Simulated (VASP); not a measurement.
# SiO2 (Stishovite) (P4_2/mnm) in VASP: notebook

The runs below take SiO2 (Stishovite) through single point, with LDA.

Program: VASP 6.6.1. These are calculated values, not measurements. Logs are shortened: lines on timing, memory, paths and dates and some standing lists are left out, and cuts for length are marked.

## (1) The cell of the first run

It takes space group P4_2/mnm (No. 136, tetragonal). Conventional cell: a = 4.177 Å, b = 4.177 Å, c = 2.665 Å, α = 90.00°, β = 90.00°, γ = 90.00°. Si (site symmetry mmm) has 6 O at 1.76 to 1.81 Å within 2.3 Å. O (site symmetry m2m) has 3 Si at 1.76 to 1.81 Å and 1 O at 2.29 Å within 2.3 Å.

## (2) Single point, LDA

INCAR

```
ALGO = Normal ; EDIFF = 1E-6
ENCUT = 520 ; ISIF = 2
ISMEAR = 1 ; LASPH = True
LCHARG = False ; LREAL = False
LWAVE = False ; NBANDS = 25
NELM = 80 ; PREC = Accurate
SIGMA = 0.1
```

KPOINTS

```
k-points
0
Gamma
  2 2 3
```

POSCAR

```
SiO2
1.0
    4.1773000000      0.0000000000      0.0000000000
    0.0000000000      4.1773000000      0.0000000000
    0.0000000000      0.0000000000      2.6652000000
Si O
2 4
Direct
    0.0000000000      0.0000000000      0.0000000000
    0.5000000000      0.5000000000      0.5000000000
    0.3059000000      0.3059000000      0.0000000000
    0.1941000000      0.8059000000      0.5000000000
    0.6941000000      0.6941000000      0.0000000000
    0.8059000000      0.1941000000      0.5000000000
```

Potentials or basis: VASP PAW LDA potentials, release 64 (Si, O).

On the command line:

```console
cat potpaw_LDA.64/Si/POTCAR potpaw_LDA.64/O/POTCAR > POTCAR
mpirun -np 1 vasp_std > vasp.out
```

OUTCAR:

```text
EDIFF = 1E-6
   ENCUT = 520
   ISIF = 2
   ISMEAR = 1
   LASPH = True
   LREAL = False
   NELM = 80
   PREC = Accurate

 ion  position               nearest neighbor table
   1  0.000  0.000  0.000-   4 1.76   6 1.76   4 1.76   6 1.76   5 1.81   3 1.81
   2  0.500  0.500  0.500-   3 1.76   5 1.76   3 1.76   5 1.76   4 1.81   6 1.81
   3  0.306  0.306  0.000-   2 1.76   2 1.76   1 1.81
   4  0.194  0.806  0.500-   1 1.76   1 1.76   2 1.81
   5  0.694  0.694  0.000-   2 1.76   2 1.76   1 1.81
   6  0.806  0.194  0.500-   1 1.76   1 1.76   2 1.81

  LATTYP: Found a simple tetragonal cell.
 ALAT       =     4.1773000000
 C/A-ratio  =     0.6380197735

  Lattice vectors:

 A1 = (   4.1773000000,   0.0000000000,   0.0000000000)
 A2 = (   0.0000000000,   4.1773000000,   0.0000000000)
 A3 = (   0.0000000000,   0.0000000000,   2.6652000000)

Analysis of symmetry for initial positions (statically):
=====================================================================
 Subroutine PRICEL returns:
 Original cell was already a primitive cell.

 Routine SETGRP: Setting up the symmetry group for a
 simple tetragonal supercell.

 Subroutine GETGRP returns: Found 16 space group operations
 (whereof  8 operations were pure point group operations)
 out of a pool of 16 trial point group operations.

The static configuration has the point symmetry D_2h.
 The point group associated with its full space group is D_4h.

Analysis of symmetry for dynamics (positions and initial velocities):
=====================================================================
 Subroutine PRICEL returns:
 Original cell was already a primitive cell.

 Routine SETGRP: Setting up the symmetry group for a
 simple tetragonal supercell.

 Subroutine GETGRP returns: Found 16 space group operations
 (whereof  8 operations were pure point group operations)
 out of a pool of 16 trial point group operations.

The dynamic configuration has the point symmetry D_2h.
 The point group associated with its full space group is D_4h.

 Subroutine INISYM returns: Found 16 space group operations
 (whereof  8 operations are pure point group operations),
 and found     1 'primitive' translations

----------------------------------------------------------------------------------------

                                     Primitive cell

  volume of cell :      46.5073

  direct lattice vectors                    reciprocal lattice vectors
     4.177300000  0.000000000  0.000000000     0.239389079  0.000000000  0.000000000
     0.000000000  4.177300000  0.000000000     0.000000000  0.239389079  0.000000000
     0.000000000  0.000000000  2.665200000     0.000000000  0.000000000  0.375206363

  length of vectors
     4.177300000  4.177300000  2.665200000     0.239389079  0.239389079  0.375206363

  position of ions in fractional coordinates (direct lattice)
     0.000000000  0.000000000  0.000000000
     0.500000000  0.500000000  0.500000000
     0.305900000  0.305900000  0.000000000
     0.194100000  0.805900000  0.500000000
     0.694100000  0.694100000  0.000000000
     0.805900000  0.194100000  0.500000000

  ion indices of the primitive-cell ions
   primitive index   ion index
                 1           1
                 2           2
                 3           3
                 4           4
                 5           5
                 6           6

----------------------------------------------------------------------------------------

 KPOINTS: k-points

Automatic generation of k-mesh.
 Grid dimensions read from file:
 generate k-points for:    2    2    3

 Generating k-lattice:

  Cartesian coordinates                     Fractional coordinates (reciprocal lattice)
     0.119694540  0.000000000  0.000000000     0.500000000  0.000000000  0.000000000
     0.000000000  0.119694540  0.000000000     0.000000000  0.500000000  0.000000000
     0.000000000  0.000000000  0.125068788     0.000000000  0.000000000  0.333333333

  Length of vectors
     0.119694540  0.119694540  0.125068788

  Shift w.r.t. Gamma in fractional coordinates (k-lattice)
     0.000000000  0.000000000  0.000000000

 Subroutine IBZKPT returns following result:
 ===========================================

 Found      6 irreducible k-points:

 Following reciprocal coordinates:
            Coordinates               Weight
  0.000000  0.000000  0.000000      1.000000
  0.500000  0.000000  0.000000      2.000000
  0.500000  0.500000  0.000000      1.000000
  0.000000  0.000000  0.333333      2.000000
  0.500000  0.000000  0.333333      4.000000
  0.500000  0.500000  0.333333      2.000000
   k-points           NKPTS =      6   k-points in BZ     NKDIM =      6   number of bands    NBANDS=     25
   number of dos      NEDOS =    301   number of ions     NIONS =      6
   total plane-waves  NPLWV =  20480
   dimension x,y,z NGX =    32 NGY =   32 NGZ =   20
   dimension x,y,z NGXF=    64 NGYF=   64 NGZF=   40
   ions per type =               2   4
   NGX,Y,Z   is equivalent  to a cutoff of  12.74, 12.74, 12.48 a.u.
   NGXF,Y,Z  is equivalent  to a cutoff of  25.47, 25.47, 24.95 a.u.
 SYSTEM =  unknown system
   PREC   = accura    normal or accurate (medium, high low for compatibility)
   ISTART =      0    job   : 0-new  1-cont  2-samecut
   ICHARG =      2    charge: 1-file 2-atom 10-const
   ISPIN  =      1    spin polarized calculation?
   LNONCOLLINEAR =      F non collinear calculations
   LSORBIT =      F    spin-orbit coupling
   LASPH  =      T    aspherical Exc in radial PAW
   ENCUT  =  520.0 eV  38.22 Ry    6.18 a.u.   7.77  7.77  4.96*2*pi/ulx,y,z
   NELM   =     80;   NELMIN=  2; NELMDL= -5     # of ELM steps
   EDIFF  = 0.1E-05   stopping-criterion for ELM
   LREAL  =      F    real-space projection
   EDIFFG = 0.1E-04   stopping-criterion for IOM
   NSW    =      0    number of steps for IOM
   IBRION =     -1    ionic relax: 0-MD 1-quasi-New 2-CG
   NFREE  =      0    steps in history (QN), initial steepest desc. (CG)
   ISIF   =      2    stress and relaxation
   ISYM   =      2    0-nonsym 1-usesym 2-fastsym
   POTIM  = 0.5000    time-step for ionic-motion
   TEBEG  =    0.0;   TEEND  =   0.0 temperature during run
   PSTRESS=    0.0 pullay stress
   NELECT =      32.0000    total number of electrons
   NUPDOWN=      -1.0000    fix difference up-down
   EMIN   =  10.00;   EMAX   =-10.00  energy-range for DOS
   EFERMI =   0.00;   METHOD = LEGACY
   ISMEAR =     1;   SIGMA  =   0.10  broadening in eV -4-tet -1-fermi 0-gaus
   EFERMI_NEDOS =   21; number of points for ismear=-14 and -15
   IALGO  =     38    algorithm
   IMIX   =      4    mixing-type and parameters
     AMIX     =   0.40;   BMIX     =  1.00
     AMIX_MAG =   1.60;   BMIX_MAG =  1.00
  volume/ion in A,a.u.               =       7.75        52.31
  Fermi-wavevector in a.u.,A,eV,Ry     =   1.445277  2.731178 28.420200  2.088826
  Thomas-Fermi vector in A             =   2.563477
   LORBIT       =      0    0 simple, 1 ext, 2 COOP (PROOUT), +10 PAW based schemes
   GGA     = CA    functional components
   LHFCALC =     F    Hartree Fock is set to
   AEXX    =    0.0000 exact exchange contribution
   IVDW    =     0    specifies the selected vdW correction
   LEPSILON=     F    determine dielectric tensor
   LRPA    =     F    only Hartree local field effects (RPA)
 non-spin polarized calculation
 Methfessel and Paxton  Order N= 1 SIGMA  =   0.10
  energy-cutoff  :      520.00
  volume of cell :       46.51
 maximum number of plane-waves:      1268
 NGX is ok and might be reduce to    32
   NGX = 15   NGY = 15   NGZ =  9

 number of electron      31.9999974 magnetization

 Free energy of the ion-electron system (eV)
  ---------------------------------------------------
  ext. energy  EPLUGINS =         0.00000000
  ---------------------------------------------------
  free energy    TOTEN  =       -51.84920615 eV

  energy without entropy =      -51.84968930  energy(sigma->0) =      -51.84936720

 E-fermi :   8.2187     XC(G=0): -12.7365

 val. band max:        8.1345170784   @ k =   0.0000   0.0000   0.0000
 cond. band min:      13.7474321336   @ k =   0.0000   0.0000   0.0000
 fundamental gap:      5.6129150552
 Fermi energy:         8.2187052999

 k-point     1 :       0.0000    0.0000    0.0000
  band No.  band energies     occupation
      1     -14.3055      2.00000
      2     -10.5478      2.00000
      3     -10.5478      2.00000
      4     -10.3128      2.00000
      5      -2.8060      2.00000
      6       1.5884      2.00000
      7       1.5884      2.00000
      8       1.7130      2.00000
      9       2.6657      2.00000
     10       2.9480      2.00000
     11       4.9524      2.00000
     12       4.9524      2.00000
     13       5.5856      2.00000
     14       7.2335      2.00000
     15       7.2335      2.00000
     16       8.1345      2.00000
     17      13.7474      0.00000
     18      14.5591      0.00000
     19      16.4456      0.00000
     20      16.4456      0.00000
     21      18.8340      0.00000
     22      19.5290      0.00000
     23      22.1654      0.00000
     24      22.1654      0.00000
     25      23.6458      0.00000

 k-point     2 :       0.5000    0.0000    0.0000
  band No.  band energies     occupation
      1     -13.0370      2.00000
      2     -13.0370      2.00000
      3     -10.0047      2.00000
      4     -10.0047      2.00000
      5      -1.3049      2.00000
      6      -1.3049      2.00000
      7       3.5124      2.00000
      8       3.5124      2.00000
      9       3.5807      2.00000
     10       3.5807      2.00000
     11       4.1716      2.00000
     12       4.1716      2.00000
     13       5.4078      2.00000
     14       5.4078      2.00000
     15       7.0466      2.00000
     16       7.0466      2.00000
     17      15.7483      0.00000
     18      15.7483      0.00000
     19      16.9979      0.00000
     20      16.9979      0.00000
     21      18.9196      0.00000
     22      18.9196      0.00000
     23      21.4021      0.00000
     24      21.4021      0.00000
     25      22.7862      0.00000

 k-point     3 :       0.5000    0.5000    0.0000
  band No.  band energies     occupation
      1     -12.5000      2.00000
      2     -12.5000      2.00000
      3     -10.9446      2.00000
      4     -10.9446      2.00000
      5       0.2347      2.00000
      6       0.2347      2.00000
      7       2.1280      2.00000
      8       2.1280      2.00000
      9       4.0364      2.00000
     10       4.0364      2.00000
     11       4.8183      2.00000
     12       4.8183      2.00000
     13       5.4105      2.00000
     14       5.4105      2.00000
     15       5.8046      2.00000
     16       5.8046      2.00000
     17      15.4033      0.00000
     18      15.4033      0.00000
     19      17.9864      0.00000
     20      17.9864      0.00000
     21      21.0605      0.00000
     22      21.0605      0.00000
     23      21.4526      0.00000
     24      21.4526      0.00000
     25      22.3826      0.00000

 k-point     4 :       0.0000    0.0000    0.3333
  band No.  band energies     occupation
      1     -12.8943      2.00000
      2     -10.5204      2.00000
      3      -9.9293      2.00000
      4      -9.9293      2.00000
      5      -2.4376      2.00000
      6       0.4513      2.00000
      7       1.0739      2.00000
      8       1.9100      2.00000
      9       1.9100      2.00000
     10       2.7400      2.00000
     11       2.7400      2.00000
     12       3.0474      2.00000
     13       3.2852      2.00000
     14       6.1136      2.00000
     15       6.1136      2.00000
     16       6.6581      2.00000
     17      15.9350      0.00000
     18      18.2904      0.00000
     19      18.6779      0.00000
     20      20.2474      0.00000
     21      20.2474      0.00000
     22      21.4797      0.00000
     23      21.6050      0.00000
     24      21.6050      0.00000
     25      21.6072      0.00000

 k-point     5 :       0.5000    0.0000    0.3333
  band No.  band energies     occupation
      1     -11.8845      2.00000
      2     -11.8845      2.00000
      3      -9.8442      2.00000
      4      -9.8442      2.00000
      5      -0.6142      2.00000
      6      -0.6142      2.00000
      7      -0.2716      2.00000
      8      -0.2716      2.00000
      9       1.9888      2.00000
     10       1.9888      2.00000
     11       4.4822      2.00000
     12       4.4822      2.00000
     13       5.4534      2.00000
     14       5.4534      2.00000
     15       6.5010      2.00000
     16       6.5010      2.00000
     17      17.0279      0.00000
     18      17.0279      0.00000
     19      18.0546      0.00000
     20      18.0546      0.00000
     21      20.6190      0.00000
     22      20.6190      0.00000
     23      21.3357      0.00000
     24      21.3358      0.00000
     25      21.6536      0.00000

 k-point     6 :       0.5000    0.5000    0.3333
  band No.  band energies     occupation
      1     -11.5595      2.00000
      2     -11.5595      2.00000
      3     -10.2264      2.00000
      4     -10.2264      2.00000
      5      -1.9056      2.00000
      6      -1.9056      2.00000
      7       0.6446      2.00000
      8       0.6446      2.00000
      9       3.2546      2.00000
     10       3.2546      2.00000
     11       3.4496      2.00000
     12       3.4496      2.00000
     13       6.3526      2.00000
     14       6.3526      2.00000
     15       6.4150      2.00000
     16       6.4150      2.00000
     17      15.7218      0.00000
     18      15.7218      0.00000
     19      19.1916      0.00000
     20      19.1916      0.00000
     21      20.0094      0.00000
     22      20.0094      0.00000
     23      22.5016      0.00000
     24      22.5018      0.00000
     25      22.8055      0.00000

------------------------ aborting loop because EDIFF is reached ----------------------------------------

  FORCE on cell =-STRESS in cart. coord.  units (eV):
  Direction    XX          YY          ZZ          XY          YZ          ZX
  --------------------------------------------------------------------------------------
  -------------------------------------------------------------------------------------
  Total       -1.1734384     -1.1734384      0.1282867     -0.0000000      0.0000000      0.0000000
  in kB      -40.4249727    -40.4249727      4.4194791     -0.0000000      0.0000000      0.0000000
  external PRESSURE =     -25.4768221 kB  Pullay stress =       0.0000000 kB

 VOLUME and BASIS-vectors are now :
 -----------------------------------------------------------------------------
  energy-cutoff  :      520.00
  volume of cell :       46.51
      direct lattice vectors                 reciprocal lattice vectors
     4.177300000  0.000000000  0.000000000     0.239389079  0.000000000  0.000000000
     0.000000000  4.177300000  0.000000000     0.000000000  0.239389079  0.000000000
     0.000000000  0.000000000  2.665200000     0.000000000  0.000000000  0.375206363

 POSITION                                       TOTAL-FORCE (eV/Angst)
 -----------------------------------------------------------------------------------
      0.00000      0.00000      0.00000         0.000000     -0.000000      0.000000
      2.08865      2.08865      1.33260         0.000000     -0.000000      0.000000
      1.27784      1.27784      0.00000         0.016148      0.016148      0.000000
      0.81081      3.36649      1.33260        -0.016148      0.016148      0.000000
      2.89946      2.89946      0.00000        -0.016148     -0.016148      0.000000
      3.36649      0.81081      1.33260         0.016148     -0.016148      0.000000
 -----------------------------------------------------------------------------------
    total drift:                                0.000000      0.000000     -0.000000

  FREE ENERGIE OF THE ION-ELECTRON SYSTEM (eV)
  ---------------------------------------------------
  free  energy   TOTEN  =       -51.8492061452 eV

  energy  without entropy=      -51.8496893040  energy(sigma->0) =      -51.84936720
```

Run time: 6.9 s. Hardware: 1 thread of Intel Xeon 8259CL, shared host; peak memory 0.13 GiB.

What came out:

| Property | Result |
| --- | --- |
| Free energy | -51.8492 eV |
| Pressure | -2.5 GPa |
| Largest force | 0.023 eV/Å |
| Band gap on the k mesh | 5.61 eV, direct |

Forces in eV/Å, atoms in the order of the input:
```
Si   0.000  0.000  0.000
Si   0.000  0.000  0.000
O    0.016  0.016  0.000
O   -0.016  0.016  0.000
O   -0.016 -0.016  0.000
O    0.016 -0.016  0.000
```

Caveat: the k points lie up to 0.79 Å⁻¹ apart.

[end of part 1 of 2]
